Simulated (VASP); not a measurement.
Runs of VASP 6.6.1 on Mo. The structure is that of space group P6/mmm (No. 191), or close to it. The cells are those of the table. This isn't the form of Mo at room conditions, which is bcc.

```csv
cell,k mesh,gap on the mesh (eV),pressure (GPa)
"a = 4.655, b = 4.655, c = 2.548 Å, angles 90.0, 90.0, 120.0°, 3 atoms",9 × 9 × 14,none,1.1
"a = 4.592, b = 4.592, c = 2.513 Å, angles 90.0, 90.0, 120.0°, 3 atoms",9 × 9 × 14,none,12.4
"a = 4.528, b = 4.528, c = 2.478 Å, angles 90.0, 90.0, 120.0°, 3 atoms",9 × 9 × 14,none,26.3
"a = 4.655, b = 4.655, c = 2.548 Å, angles 90.0, 90.0, 120.0°, 3 atoms",8 × 8 × 11,none,1.1
"a = 4.461, b = 4.461, c = 2.441 Å, angles 90.0, 90.0, 120.0°, 3 atoms",9 × 9 × 14,none,(a)
```

Alike in all rows: task single point; level r2SCAN; potentials or basis VASP PAW PBE potentials, release 64 (Mo_sv); no spin polarisation; cutoff (eV) 520; smearing fermi-dirac 0.1 eV.

Estimate the missing entries.

(a) 43.3.

Caveats: the PAW data sets were made with another functional, which shifts forces and pressure a little; the cell stands under pressure (at least some runs).

A k mesh can miss the band edges, and the runs leave out spin-orbit coupling on Mo.

A gap of «none» marks levels without a gap at the run's occupations.
